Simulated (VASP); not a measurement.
Write the native input for VASP 6.6.1 that does the following.

```
Task                   : single point
Functional             : PBE
Potentials or basis    : VASP PAW PBE potentials, release 64 (Be, Cd, Te, Se)
Cutoff                 : 520 eV
k mesh                 : 4 × 4 × 4
Occupations            : gaussian, width 0.1 eV
Spin                   : no spin polarisation
Dipole correction      : no
Further INCAR settings : ALGO = Normal; EDIFF = 1e-06; NBANDS = 21
```

The structure of BeCdTeSe lies in POSCAR:

```
BeCdTeSe
1.0
    3.9470928000      0.0000000000      0.0000000000
    0.0000000000      3.9470928000      0.0000000000
    0.0000000000      0.0000000000      5.5677667400
Be Cd Te Se
1 1 1 1
Direct
    0.0000000000      0.0000000000      0.5000000000
    0.5000000000      0.5000000000      0.5000000000
    0.0000000000      0.0000000000      0.0000000000
    0.5000000000      0.5000000000      0.0000000000
```

These files were run (other wordings do the same):

INCAR

```
SYSTEM = BeCdTeSe
  ALGO = Normal
  EDIFF = 1E-6
  ENCUT = 520
  GGA = PE
  ISIF = 2
  ISMEAR = 0
  LASPH = .TRUE.
  LCHARG = .TRUE.
  LELF = .TRUE.
  LREAL = .FALSE.
  LVHAR = .TRUE.
  LWAVE = .FALSE.
  NBANDS = 21
  NELM = 80
  PREC = Accurate
  SIGMA = 0.1
```

KPOINTS

```
k-points
0
G
  4 4 4
  0 0 0
```

Potentials or basis: VASP PAW PBE potentials, release 64 (Be, Cd, Te, Se).

The run is started by

```bash
$ cat potpaw_PBE.64/Be/POTCAR potpaw_PBE.64/Cd/POTCAR potpaw_PBE.64/Te/POTCAR potpaw_PBE.64/Se/POTCAR > POTCAR
$ mpirun -np 1 vasp_std > vasp.out
```

It gave:

| Property | Result |
| --- | --- |
| Pressure | 4.3 GPa |
| Band gap on the k mesh | zero (band 13 reaches 7.20 eV, above the bottom of band 14 at 3.43 eV) |

Caveat: the k points lie up to 0.40 Å⁻¹ apart; spin-orbit coupling is left out, which moves the levels of the heavy elements.

It took 31 s on 1 thread of Intel(R) Xeon(R) 6975P-C (Granite Rapids), on a shared host, peak memory 0.21 GiB.
